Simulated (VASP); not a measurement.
# Rh (P6_3/mmc) in VASP: single point with PBE

Aim: the single point of Rh with PBE.

Everything below comes from runs of VASP 6.6.1. Logs are shortened: lines on timing, memory, paths and dates and some standing lists are left out, and cuts for length are marked.

## Step 1: The cell of the first run

It takes space group P6_3/mmc (No. 194, hexagonal). The conventional cell has a = 2.649 Å, b = 2.649 Å, c = 4.362 Å, α = 90.00°, β = 90.00°, γ = 120.00°. Rh (site symmetry -6m2) has 12 Rh at 2.65 to 2.66 Å within 3.5 Å.

## Step 2: Single point, PBE (strain -0.030 along x and y, -0.015 along z)

Input file INCAR:

```
SYSTEM = Rh
PREC = Accurate ; ENCUT = 520
EDIFF = 1E-6 ; ISMEAR = 0
SIGMA = 0.15 ; LREAL = .False.
LASPH = .True. ; NELM = 60
ALGO = Fast ; ISIF = 2
LWAVE = .False. ; LCHARG = .False.
GGA = PE ; NBANDS = 22
```

Input file KPOINTS:

```
regular mesh
0
Gamma
  21 21 12
  0 0 0
```

Input file POSCAR:

```
Rh
1.0
    2.6490496710      0.0000000000      0.0000000000
   -1.3245248355      2.2941443109      0.0000000000
    0.0000000000      0.0000000000      4.3620616650
Rh
2
Direct
    0.6666666667      0.3333333333      0.7500000000
    0.3333333333      0.6666666667      0.2500000000
```

Potentials or basis: VASP PAW PBE potentials, release 64 (Rh_pv).

Run with:

```console
cat potpaw_PBE.64/Rh_pv/POTCAR > POTCAR
mpirun -np 1 vasp_std > vasp.out
```

OUTCAR:

```text
SYSTEM = Rh
   PREC = Accurate
   ENCUT = 520
   EDIFF = 1E-6
   ISMEAR = 0
   LREAL = .False.
   LASPH = .True.
   NELM = 60
   ISIF = 2
   GGA = PE

 ion  position               nearest neighbor table
   1  0.667  0.333  0.750-   2 2.66   2 2.66   2 2.66   2 2.66   2 2.66   2 2.66
   2  0.333  0.667  0.250-   1 2.66   1 2.66   1 2.66   1 2.66   1 2.66   1 2.66

  LATTYP: Found a hexagonal cell.
 ALAT       =     2.6490496710
 C/A-ratio  =     1.6466515191

  Lattice vectors:

 A1 = (   2.6490496710,   0.0000000000,   0.0000000000)
 A2 = (  -1.3245248355,   2.2941443109,   0.0000000000)
 A3 = (   0.0000000000,   0.0000000000,   4.3620616650)

Analysis of symmetry for initial positions (statically):
=====================================================================
 Subroutine PRICEL returns:
 Original cell was already a primitive cell.

 Routine SETGRP: Setting up the symmetry group for a
 hexagonal supercell.

 Subroutine GETGRP returns: Found 24 space group operations
 (whereof 12 operations were pure point group operations)
 out of a pool of 24 trial point group operations.

The static configuration has the point symmetry D_3d.
 The point group associated with its full space group is D_6h.

Analysis of symmetry for dynamics (positions and initial velocities):
=====================================================================
 Subroutine PRICEL returns:
 Original cell was already a primitive cell.

 Routine SETGRP: Setting up the symmetry group for a
 hexagonal supercell.

 Subroutine GETGRP returns: Found 24 space group operations
 (whereof 12 operations were pure point group operations)
 out of a pool of 24 trial point group operations.

The dynamic configuration has the point symmetry D_3d.
 The point group associated with its full space group is D_6h.

 Subroutine INISYM returns: Found 24 space group operations
 (whereof 12 operations are pure point group operations),
 and found     1 'primitive' translations

----------------------------------------------------------------------------------------

                                     Primitive cell

  volume of cell :      26.5096

  direct lattice vectors                    reciprocal lattice vectors
     2.649049671  0.000000000  0.000000000     0.377493865  0.217946185  0.000000000
    -1.324524836  2.294144311  0.000000000     0.000000000  0.435892370  0.000000000
     0.000000000  0.000000000  4.362061665     0.000000000  0.000000000  0.229249396

  length of vectors
     2.649049671  2.649049671  4.362061665     0.435892370  0.435892370  0.229249396

  position of ions in fractional coordinates (direct lattice)
     0.666666667  0.333333333  0.750000000
     0.333333333  0.666666667  0.250000000

  ion indices of the primitive-cell ions
   primitive index   ion index
                 1           1
                 2           2

----------------------------------------------------------------------------------------

 KPOINTS: regular mesh

Automatic generation of k-mesh.
 Grid dimensions read from file:
 generate k-points for:   21   21   12

 Generating k-lattice:

  Cartesian coordinates                     Fractional coordinates (reciprocal lattice)
     0.017975898  0.010378390  0.000000000     0.047619048  0.000000000  0.000000000
     0.000000000  0.020756780  0.000000000     0.000000000  0.047619048  0.000000000
     0.000000000  0.000000000  0.019104116     0.000000000  0.000000000  0.083333333

  Length of vectors
     0.020756780  0.020756780  0.019104116

  Shift w.r.t. Gamma in fractional coordinates (k-lattice)
     0.000000000  0.000000000  0.000000000

 Subroutine IBZKPT returns following result:
 ===========================================

 Found    336 irreducible k-points:

 Following reciprocal coordinates:
            Coordinates               Weight
  0.000000  0.000000  0.000000      1.000000
  0.047619 -0.000000  0.000000      6.000000
  0.095238 -0.000000  0.000000      6.000000
  0.142857  0.000000  0.000000      6.000000
  0.190476 -0.000000  0.000000      6.000000
  0.238095  0.000000  0.000000      6.000000
[... 16 lines left out ...]
  0.142857  0.095238  0.000000     12.000000
  0.190476  0.095238  0.000000     12.000000
 [... further k-points ...]
   k-points           NKPTS =    336   k-points in BZ     NKDIM =    336   number of bands    NBANDS=     22
   number of dos      NEDOS =    301   number of ions     NIONS =      2
   total plane-waves  NPLWV =  12800
   dimension x,y,z NGX =    20 NGY =   20 NGZ =   32
   dimension x,y,z NGXF=    40 NGYF=   40 NGZF=   64
   ions per type =               2
   NGX,Y,Z   is equivalent  to a cutoff of  12.55, 12.55, 12.20 a.u.
   NGXF,Y,Z  is equivalent  to a cutoff of  25.10, 25.10, 24.39 a.u.
 SYSTEM =  Rh
   PREC   = accura    normal or accurate (medium, high low for compatibility)
   ISTART =      0    job   : 0-new  1-cont  2-samecut
   ICHARG =      2    charge: 1-file 2-atom 10-const
   ISPIN  =      1    spin polarized calculation?
   LNONCOLLINEAR =      F non collinear calculations
   LSORBIT =      F    spin-orbit coupling
   LASPH  =      T    aspherical Exc in radial PAW
   ENCUT  =  520.0 eV  38.22 Ry    6.18 a.u.   4.93  4.93  8.11*2*pi/ulx,y,z
   NELM   =     60;   NELMIN=  2; NELMDL= -5     # of ELM steps
   EDIFF  = 0.1E-05   stopping-criterion for ELM
   LREAL  =      F    real-space projection
   EDIFFG = 0.1E-04   stopping-criterion for IOM
   NSW    =      0    number of steps for IOM
   IBRION =     -1    ionic relax: 0-MD 1-quasi-New 2-CG
   NFREE  =      0    steps in history (QN), initial steepest desc. (CG)
   ISIF   =      2    stress and relaxation
   ISYM   =      2    0-nonsym 1-usesym 2-fastsym
   POTIM  = 0.5000    time-step for ionic-motion
   TEBEG  =    0.0;   TEEND  =   0.0 temperature during run
   PSTRESS=    0.0 pullay stress
   NELECT =      30.0000    total number of electrons
   NUPDOWN=      -1.0000    fix difference up-down
   EMIN   =  10.00;   EMAX   =-10.00  energy-range for DOS
   EFERMI =   0.00;   METHOD = LEGACY
   ISMEAR =     0;   SIGMA  =   0.15  broadening in eV -4-tet -1-fermi 0-gaus
   EFERMI_NEDOS =   21; number of points for ismear=-14 and -15
   IALGO  =     68    algorithm
   IMIX   =      4    mixing-type and parameters
     AMIX     =   0.40;   BMIX     =  1.00
     AMIX_MAG =   1.60;   BMIX_MAG =  1.00
  volume/ion in A,a.u.               =      13.25        89.45
  Fermi-wavevector in a.u.,A,eV,Ry     =   1.706008  3.223887 39.599252  2.910463
  Thomas-Fermi vector in A             =   2.785123
   LORBIT       =      0    0 simple, 1 ext, 2 COOP (PROOUT), +10 PAW based schemes
   GGA     = PE    functional components
   LHFCALC =     F    Hartree Fock is set to
   AEXX    =    0.0000 exact exchange contribution
   IVDW    =     0    specifies the selected vdW correction
   LEPSILON=     F    determine dielectric tensor
   LRPA    =     F    only Hartree local field effects (RPA)
 non-spin polarized calculation
 RMM-DIIS sequential band-by-band and
 Gauss-broadening in eV      SIGMA  =   0.15
  energy-cutoff  :      520.00
  volume of cell :       26.51
 maximum number of plane-waves:       756
 NGX is ok and might be reduce to    20
   NGX =  9   NGY =  9   NGZ = 17

 number of electron      30.0000003 magnetization

 Free energy of the ion-electron system (eV)
  ---------------------------------------------------
  ext. energy  EPLUGINS =         0.00000000
  ---------------------------------------------------
  free energy    TOTEN  =       -14.36075930 eV

  energy without entropy =      -14.32723890  energy(sigma->0) =      -14.34399910

 E-fermi :  12.6770     XC(G=0): -14.2677

 val. band max:       12.6733114914   @ k =   0.1429   0.0000   0.5000
 cond. band min:      12.6779624320   @ k =   0.2857   0.0952   0.4167
 fundamental gap:      0.0046509406
 Fermi energy:        12.6770399314

 k-point     1 :       0.0000    0.0000    0.0000
  band No.  band energies     occupation
      1     -34.6591      2.00000
      2     -33.9380      2.00000
      3     -33.9380      2.00000
      4     -33.8453      2.00000
      5     -33.8290      2.00000
      6     -33.8290      2.00000
[... 14 lines left out ...]
     21      30.5839      0.00000
     22      31.4885      0.00000

 k-point     2 :       0.0476   -0.0000    0.0000
  band No.  band energies     occupation
      1     -34.6531      2.00000
      2     -33.9526      2.00000
      3     -33.9426      2.00000
      4     -33.8474      2.00000
      5     -33.8442      2.00000
      6     -33.8315      2.00000
[... 14 lines left out ...]
     21      30.6903      0.00000
     22      31.5936      0.00000

 k-point     3 :       0.0952   -0.0000    0.0000
  band No.  band energies     occupation
      1     -34.6355      2.00000
      2     -33.9953      2.00000
      3     -33.9559      2.00000
      4     -33.8880      2.00000
      5     -33.8539      2.00000
      6     -33.8386      2.00000
[... 14 lines left out ...]
     21      30.9855      0.00000
     22      31.8064      0.00000

 k-point     4 :       0.1429    0.0000    0.0000
  band No.  band energies     occupation
      1     -34.6070      2.00000
      2     -34.0621      2.00000
      3     -33.9763      2.00000
      4     -33.9560      2.00000
      5     -33.8649      2.00000
      6     -33.8500      2.00000
[... 14 lines left out ...]
     21      31.3605      0.00000
     22      31.7857      0.00000

 k-point     5 :       0.1905   -0.0000    0.0000
  band No.  band energies     occupation
      1     -34.5691      2.00000
      2     -34.1472      2.00000
      3     -34.0413      2.00000
      4     -34.0018      2.00000
      5     -33.8804      2.00000
      6     -33.8650      2.00000
[... 417 lines left out ...]
 k-point    22 :       0.0952    0.0952    0.0000
  band No.  band energies     occupation
      1     -34.5904      2.00000
      2     -34.0881      2.00000
      3     -34.0302      2.00000
      4     -33.9546      2.00000
      5     -33.8715      2.00000
      6     -33.8654      2.00000
[... 14 lines left out ...]
     21      30.9364      0.00000
     22      31.6427      0.00000

 k-point    23 :       0.1429    0.0952    0.0000
  band No.  band energies     occupation
      1     -34.5534      2.00000
      2     -34.1609      2.00000
      3     -34.1024      2.00000
      4     -33.9898      2.00000
      5     -33.8872      2.00000
      6     -33.8863      2.00000
[... 14 lines left out ...]
     21      29.8236      0.00000
     22      31.3007      0.00000

 k-point    24 :       0.1905    0.0952    0.0000
  band No.  band energies     occupation
      1     -34.5089      2.00000
      2     -34.2472      2.00000
      3     -34.1802      2.00000
      4     -34.0283      2.00000
      5     -33.9084      2.00000
      6     -33.9075      2.00000
[... 14 lines left out ...]
     21      28.9139      0.00000
     22      30.3645      0.00000

 [... further k-points ...]
[... 5 lines left out ...]
  --------------------------------------------------------------------------------------
  -------------------------------------------------------------------------------------
  Total        3.4378056      3.4378056      2.3832910      0.0000000     -0.0000000      0.0000000
  in kB      207.7730710    207.7730710    144.0406319      0.0000000     -0.0000000      0.0000000
  external PRESSURE =     186.5289246 kB  Pullay stress =       0.0000000 kB

 VOLUME and BASIS-vectors are now :
 -----------------------------------------------------------------------------
  energy-cutoff  :      520.00
  volume of cell :       26.51
      direct lattice vectors                 reciprocal lattice vectors
     2.649049671  0.000000000  0.000000000     0.377493865  0.217946185  0.000000000
    -1.324524836  2.294144311  0.000000000     0.000000000  0.435892370  0.000000000
     0.000000000  0.000000000  4.362061665     0.000000000  0.000000000  0.229249396

 POSITION                                       TOTAL-FORCE (eV/Angst)
 -----------------------------------------------------------------------------------
      1.32452      0.76471      3.27155        -0.000000      0.000000      0.000000
     -0.00000      1.52943      1.09052         0.000000      0.000000      0.000000
 -----------------------------------------------------------------------------------
    total drift:                                0.000000     -0.000000      0.000000

  FREE ENERGIE OF THE ION-ELECTRON SYSTEM (eV)
  ---------------------------------------------------
  free  energy   TOTEN  =       -14.3607593030 eV

  energy  without entropy=      -14.3272389029  energy(sigma->0) =      -14.34399910
```

Run time: 78 s. Hardware: 1 thread of Intel Xeon Platinum 8488C (Sapphire Rapids), shared host; peak memory 0.26 GiB.

Results:

- Free energy: -14.3608 eV
- Pressure: 18.7 GPa
- Band gap on the k mesh: zero (band 15 reaches 13.39 eV, above the bottom of band 16 at 10.85 eV)

Stress tensor (GPa, compression positive):
```
20.78  0.00  0.00
 0.00 20.78  0.00
 0.00  0.00 14.40
```

Caveat: the cell differs from its parent crystal (strain -0.030 along x and y, -0.015 along z).
